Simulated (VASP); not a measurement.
A run of VASP 6.6.1:

The input INCAR:

```
SYSTEM = Co
ALGO     = Normal         ! electronic algorithm
EDIFF    = 1E-8           ! SCF threshold, eV
ENCUT    = 520            ! plane-wave cutoff, eV
ISIF     = 2              ! what is computed and relaxed
ISMEAR   = -1             ! smearing method
ISPIN    = 2              ! spin polarisation
LASPH    = .TRUE.         ! aspherical terms in the spheres
LCHARG   = .FALSE.        ! write CHGCAR
LEFG     = .TRUE.       
LMAXMIX  = 4              ! l up to which the mixer works
LORBIT   = 11             ! projections on sites
LREAL    = .FALSE.        ! projectors in reciprocal space
LWAVE    = .FALSE.        ! write WAVECAR
MAGMOM   = 2 2            ! initial moments
NBANDS   = 20             ! bands
NELM     = 150            ! most SCF steps
PREC     = Accurate       ! precision mode
SIGMA    = 0.03           ! smearing width, eV
```

The input KPOINTS:

```
k-points
0
G
  17 17 9
  0 0 0
```

POSCAR

```
Co
1.0
    2.4512258126      0.0000000000      0.0000000000
   -1.2256129063      2.1228238241      0.0000000000
    0.0000000000      0.0000000000      3.9873513556
Co
2
Direct
    0.3333333333      0.6666666667      0.2500000000
    0.6666666667      0.3333333333      0.7500000000
```

Potentials or basis: VASP PAW LDA potentials, release 64 (Co).

Run with:

```sh
$ cat potpaw_LDA.64/Co/POTCAR > POTCAR
$ mpirun -np 1 vasp_std > vasp.out
```

Hardware: 1 thread of Intel(R) Xeon(R) 6975P-C (Granite Rapids), with other jobs on the host.

**Question.** Estimate the wall time of this run.

**Answer.** Wall time 60 s on 1 thread of Intel(R) Xeon(R) 6975P-C (Granite Rapids), on a shared host, peak memory 0.19 GiB. Counts: scf iterations 16, k points 165.
